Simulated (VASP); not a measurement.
# Cu (P6_3/mmc) in VASP: notebook, part 2 of 2

VASP 6.6.1.

### Step 3. Single point, RPBE (volume scaled by 1.12)

File INCAR:

```
ALGO = Normal
EDIFF = 1E-7
ENCUT = 520
GGA = RP
ISIF = 2
ISMEAR = -1
LASPH = True
LCHARG = False
LREAL = False
LWAVE = False
NBANDS = 30
NELM = 100
PREC = Accurate
SIGMA = 0.1
```

File KPOINTS:

```
k-points
0
Gamma
  16 16 5
```

File POSCAR:

```
Cu
1.0
    2.6985891434      0.0000000000      0.0000000000
   -1.3492945717      2.3370467525      0.0000000000
    0.0000000000      0.0000000000      8.8106933744
Cu
4
Direct
    1.0000000000      1.0000000000      0.0000000000
    1.0000000000      0.0000000000      0.5000000000
    0.3333333333      0.6666666667      0.2500000000
    0.6666666667      0.3333333333      0.7500000000
```

Potentials or basis: VASP PAW PBE potentials, release 64 (Cu).

On the command line:

```bash
$ cat potpaw_PBE.64/Cu/POTCAR > POTCAR
$ mpirun -np 1 vasp_std > vasp.out
```

OUTCAR:

```text
EDIFF = 1E-7
   ENCUT = 520
   GGA = RP
   ISIF = 2
   ISMEAR = -1
   LASPH = True
   LREAL = False
   NELM = 100
   PREC = Accurate

 ion  position               nearest neighbor table
   1  0.000  0.000  0.000-   3 2.70   4 2.70   3 2.70   4 2.70   4 2.70   3 2.70
   2  0.000  0.000  0.500-   3 2.70   4 2.70   3 2.70   4 2.70   4 2.70   3 2.70
   3  0.333  0.667  0.250-   1 2.70   2 2.70   1 2.70   2 2.70   1 2.70   2 2.70
   4  0.667  0.333  0.750-   1 2.70   2 2.70   1 2.70   2 2.70   1 2.70   2 2.70

  LATTYP: Found a hexagonal cell.
 ALAT       =     2.6985891434
 C/A-ratio  =     3.2649258209

  Lattice vectors:

 A1 = (   2.6985891434,   0.0000000000,   0.0000000000)
 A2 = (  -1.3492945717,   2.3370467525,   0.0000000000)
 A3 = (   0.0000000000,   0.0000000000,   8.8106933744)

Analysis of symmetry for initial positions (statically):
=====================================================================
 Subroutine PRICEL returns:
 Original cell was already a primitive cell.

 Routine SETGRP: Setting up the symmetry group for a
 hexagonal supercell.

 Subroutine GETGRP returns: Found 24 space group operations
 (whereof 12 operations were pure point group operations)
 out of a pool of 24 trial point group operations.

The static configuration has the point symmetry D_3d.
 The point group associated with its full space group is D_6h.

Analysis of symmetry for dynamics (positions and initial velocities):
=====================================================================
 Subroutine PRICEL returns:
 Original cell was already a primitive cell.

 Routine SETGRP: Setting up the symmetry group for a
 hexagonal supercell.

 Subroutine GETGRP returns: Found 24 space group operations
 (whereof 12 operations were pure point group operations)
 out of a pool of 24 trial point group operations.

The dynamic configuration has the point symmetry D_3d.
 The point group associated with its full space group is D_6h.

 Subroutine INISYM returns: Found 24 space group operations
 (whereof 12 operations are pure point group operations),
 and found     1 'primitive' translations

----------------------------------------------------------------------------------------

                                     Primitive cell

  volume of cell :      55.5667

  direct lattice vectors                    reciprocal lattice vectors
     2.698589143  0.000000000  0.000000000     0.370564005  0.213945228  0.000000000
    -1.349294572  2.337046753  0.000000000     0.000000000  0.427890456  0.000000000
     0.000000000  0.000000000  8.810693374     0.000000000  0.000000000  0.113498445

  length of vectors
     2.698589143  2.698589143  8.810693374     0.427890456  0.427890456  0.113498445

  position of ions in fractional coordinates (direct lattice)
     0.000000000  0.000000000  0.000000000
     0.000000000  0.000000000  0.500000000
     0.333333333  0.666666667  0.250000000
     0.666666667  0.333333333  0.750000000

  ion indices of the primitive-cell ions
   primitive index   ion index
                 1           1
                 2           2
                 3           3
                 4           4

----------------------------------------------------------------------------------------

 KPOINTS: k-points
[... 22 lines left out ...]

 Following reciprocal coordinates:
            Coordinates               Weight
  0.000000  0.000000  0.000000      1.000000
  0.062500 -0.000000  0.000000      6.000000
  0.125000 -0.000000  0.000000      6.000000
  0.187500 -0.000000  0.000000      6.000000
  0.250000 -0.000000  0.000000      6.000000
  0.312500 -0.000000  0.000000      6.000000
[... 16 lines left out ...]
  0.187500  0.187500  0.000000      6.000000
  0.250000  0.187500  0.000000     12.000000
 [... further k-points ...]
   k-points           NKPTS =     90   k-points in BZ     NKDIM =     90   number of bands    NBANDS=     30
   number of dos      NEDOS =    301   number of ions     NIONS =      4
   total plane-waves  NPLWV =  28000
   dimension x,y,z NGX =    20 NGY =   20 NGZ =   70
   dimension x,y,z NGXF=    40 NGYF=   40 NGZF=  140
   ions per type =               4
   NGX,Y,Z   is equivalent  to a cutoff of  12.32, 12.32, 13.21 a.u.
   NGXF,Y,Z  is equivalent  to a cutoff of  24.64, 24.64, 26.42 a.u.
 SYSTEM =  unknown system
   PREC   = accura    normal or accurate (medium, high low for compatibility)
   ISTART =      0    job   : 0-new  1-cont  2-samecut
   ICHARG =      2    charge: 1-file 2-atom 10-const
   ISPIN  =      1    spin polarized calculation?
   LNONCOLLINEAR =      F non collinear calculations
   LSORBIT =      F    spin-orbit coupling
   LASPH  =      T    aspherical Exc in radial PAW
   ENCUT  =  520.0 eV  38.22 Ry    6.18 a.u.   5.02  5.02 16.38*2*pi/ulx,y,z
   NELM   =    100;   NELMIN=  2; NELMDL= -5     # of ELM steps
   EDIFF  = 0.1E-06   stopping-criterion for ELM
   LREAL  =      F    real-space projection
   EDIFFG = 0.1E-05   stopping-criterion for IOM
   NSW    =      0    number of steps for IOM
   IBRION =     -1    ionic relax: 0-MD 1-quasi-New 2-CG
   NFREE  =      0    steps in history (QN), initial steepest desc. (CG)
   ISIF   =      2    stress and relaxation
   ISYM   =      2    0-nonsym 1-usesym 2-fastsym
   POTIM  = 0.5000    time-step for ionic-motion
   TEBEG  =    0.0;   TEEND  =   0.0 temperature during run
   PSTRESS=    0.0 pullay stress
   NELECT =      44.0000    total number of electrons
   NUPDOWN=      -1.0000    fix difference up-down
   EMIN   =  10.00;   EMAX   =-10.00  energy-range for DOS
   EFERMI =   0.00;   METHOD = LEGACY
   ISMEAR =    -1;   SIGMA  =   0.10  broadening in eV -4-tet -1-fermi 0-gaus
   EFERMI_NEDOS =   21; number of points for ismear=-14 and -15
   IALGO  =     38    algorithm
   IMIX   =      4    mixing-type and parameters
     AMIX     =   0.40;   BMIX     =  1.00
     AMIX_MAG =   1.60;   BMIX_MAG =  1.00
  volume/ion in A,a.u.               =      13.89        93.75
  Fermi-wavevector in a.u.,A,eV,Ry     =   1.514564  2.862111 31.210461  2.293904
  Thomas-Fermi vector in A             =   2.624205
   LORBIT       =      0    0 simple, 1 ext, 2 COOP (PROOUT), +10 PAW based schemes
   GGA     = RP    functional components
   LHFCALC =     F    Hartree Fock is set to
   AEXX    =    0.0000 exact exchange contribution
   IVDW    =     0    specifies the selected vdW correction
   LEPSILON=     F    determine dielectric tensor
   LRPA    =     F    only Hartree local field effects (RPA)
 non-spin polarized calculation
  energy-cutoff  :      520.00
  volume of cell :       55.57
 maximum number of plane-waves:      1519
 NGX is ok and might be reduce to    20
   NGX =  9   NGY =  9   NGZ = 33

 number of electron      44.0000006 magnetization

 Free energy of the ion-electron system (eV)
  ---------------------------------------------------
  ext. energy  EPLUGINS =         0.00000000
  ---------------------------------------------------
  free energy    TOTEN  =       -12.82978818 eV

  energy without entropy =      -12.78337237  energy(sigma->0) =      -12.80658028

 E-fermi :   5.8727     XC(G=0): -11.6708

 val. band max:        5.8523257664   @ k =   0.3750   0.1250   0.4000
 cond. band min:       5.9336464597   @ k =   0.5000  -0.0000   0.4000
 fundamental gap:      0.0813206933
 Fermi energy:         5.8727181980

 k-point     1 :       0.0000    0.0000    0.0000
  band No.  band energies     occupation
      1      -2.2782      2.00000
      2      -0.3711      2.00000
      3      -0.3657      2.00000
      4       1.6619      2.00000
      5       3.1485      2.00000
      6       3.1508      2.00000
[... 781 lines left out ...]
     29      14.3017      0.00000
     30      15.8504      0.00000

 [... further k-points ...]

------------------------ aborting loop because EDIFF is reached ----------------------------------------

  FORCE on cell =-STRESS in cart. coord.  units (eV):
  Direction    XX          YY          ZZ          XY          YZ          ZX
  --------------------------------------------------------------------------------------
  -------------------------------------------------------------------------------------
  Total       -3.4620932     -3.4620932     -3.4556396     -0.0000000      0.0000000      0.0000000
  in kB      -99.8240255    -99.8240255    -99.6379472     -0.0000000      0.0000000      0.0000000
  external PRESSURE =     -99.7619994 kB  Pullay stress =       0.0000000 kB

 VOLUME and BASIS-vectors are now :
 -----------------------------------------------------------------------------
  energy-cutoff  :      520.00
  volume of cell :       55.57
      direct lattice vectors                 reciprocal lattice vectors
     2.698589143  0.000000000  0.000000000     0.370564005  0.213945228  0.000000000
    -1.349294572  2.337046753  0.000000000     0.000000000  0.427890456  0.000000000
     0.000000000  0.000000000  8.810693374     0.000000000  0.000000000  0.113498445

 POSITION                                       TOTAL-FORCE (eV/Angst)
 -----------------------------------------------------------------------------------
      0.00000      0.00000      0.00000        -0.000000      0.000000     -0.000000
      0.00000      0.00000      4.40535        -0.000000      0.000000     -0.000000
     -0.00000      1.55803      2.20267         0.000000     -0.000000     -0.000000
      1.34929      0.77902      6.60802        -0.000000      0.000000      0.000000
 -----------------------------------------------------------------------------------
    total drift:                                0.000000     -0.000000      0.000000

  FREE ENERGIE OF THE ION-ELECTRON SYSTEM (eV)
  ---------------------------------------------------
  free  energy   TOTEN  =       -12.8297881824 eV

  energy  without entropy=      -12.7833723720  energy(sigma->0) =      -12.80658028
```

stdout:

```text
POSCAR found type information on POSCAR Cu
 POSCAR found :  1 types and       4 ions
 scaLAPACK will be used
 -----------------------------------------------------------------------------
|                                                                             |
|                                                                             |
|     You enforced a specific xc type in the INCAR file but a different       |
|     I HOPE YOU KNOW WHAT YOU ARE DOING!                                     |
|                                                                             |
 -----------------------------------------------------------------------------

 LDA part: xc-table for (Slater+PW92), standard interpolation
 POSCAR, INCAR and KPOINTS ok, starting setup
 FFT: planning ... GRIDC
 FFT: planning ... GRID_SOFT
 FFT: planning ... GRID
 WAVECAR not read
 entering main loop
```

Run time: 96 s. Hardware: 1 thread of AMD EPYC 9R45 (Zen 5), shared host; peak memory 0.21 GiB.

Results:

| Property | Result |
| --- | --- |
| Free energy | -12.8298 eV |
| Pressure | -10.0 GPa |
| Band gap on the k mesh | zero (band 22 reaches 9.10 eV, above the bottom of band 23 at 4.32 eV) |

Levels at points of the mesh, in eV from the Fermi level:
| k point | band 19 | band 20 | band 21 | band 22 | band 23 | band 24 | band 25 | band 26 |
| --- | --- | --- | --- | --- | --- | --- | --- | --- |
| (0.00, 0.00, 0.00) | -1.84 | -1.72 | -1.72 | -1.50 | -1.50 | -0.53 | 3.07 | 11.20 |
| (0.50, 0.00, 0.00) | -1.39 | -1.38 | -0.27 | 0.68 | 0.85 | 1.40 | 3.84 | 3.88 |

Caveat: the PAW data sets were made with another functional, which shifts forces and pressure a little.
